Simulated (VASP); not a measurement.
Ca: single point with PBE

Ca:

```
Ca
1.0
     0.00000    2.32677    2.32677
     2.32677    0.00000    2.32677
     2.32677    2.32677    0.00000
Ca
1
Direct
  0.00000 0.00000 0.00000
```

- Program: VASP 6.6.1
- Task: single point
- Functional: PBE
- Potentials or basis: VASP PAW PBE potentials, release 64 (Ca_sv)
- Cutoff: 520 eV
- k mesh: 8 × 8 × 8
- Occupations: fermi-dirac, width 0.05 eV
- Spin: no spin polarisation
- Dipole correction: no
- Further INCAR settings: ALGO = Normal; EDIFF = 1e-07; NBANDS = 11

```yaml
Pressure: 20.0 GPa
```

Levels at points of the mesh, in eV from the Fermi level:
```csv
k point,band 1,band 2,band 3,band 4,band 5,band 6,band 7,band 8,band 9,band 10
"(0.00, 0.00, 0.00)",-41.00,-21.66,-21.66,-21.66,-4.73,2.95,2.95,2.95,4.85,4.85
"(0.50, 0.00, 0.00)",-40.87,-22.44,-21.76,-21.76,-1.26,0.84,2.73,2.73,6.10,6.10
"(0.50, 0.50, 0.00)",-40.83,-22.38,-21.93,-21.93,-1.23,0.03,2.68,6.10,6.45,6.45
```

Wall time 14 s on 1 thread of Intel Xeon 8259CL, on a shared host, peak memory 0.14 GiB.

Caveat: the cell stands under pressure.
